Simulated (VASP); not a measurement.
Si:

```
CELL_PARAMETERS angstrom
2.65273 0.00000 0.00000
-1.33841 2.29034 0.00000
-0.65716 -1.14517 2.30081
ATOMIC_POSITIONS crystal
Si 0.00000 0.00000 0.00000
```

| Item | Value |
| --- | --- |
| Program | VASP 6.6.1 |
| Task | relaxation of cell and atoms |
| Functional | PBE |
| Potentials or basis | VASP PAW PBE potentials, release 64 (Si) |
| Cutoff | 600 eV |
| k mesh | 14 × 14 × 14 |
| Occupations | methfessel-paxton, width 0.1 eV |
| Spin | no spin polarisation |

At the start: pressure 3.3 GPa; volume 13.98 Å³/atom.

Q: Where does the relaxation end?

A: Over 5 steps the energy falls by 5.3 meV/atom and the volume is 14.51 Å³/atom (+3.8 %); space group I4/mmm (No. 139, to 0.05 Å).

The path:
| step | energy change (eV) | largest force (eV/Å) | pressure (GPa) | volume (Å³) |
| --- | --- | --- | --- | --- |
| 1 | 0.0000 | 0.0000 | 3.25 | 13.98 |
| 2 | -0.0047 | 0.0000 | -0.43 | 14.56 |
| 3 | -0.0048 | 0.0000 | -0.04 | 14.49 |
| 4 | -0.0053 | 0.0000 | 0.03 | 14.51 |
| 5 | -0.0053 | 0.0000 | 0.04 | 14.51 |

Final structure:
```
Si
1.0
     2.68828   -0.01058    0.00000
    -1.36548    2.31570    0.00000
    -0.66140   -1.15256    2.33691
Si
1
Direct
  0.00000 0.00000 0.00000
```
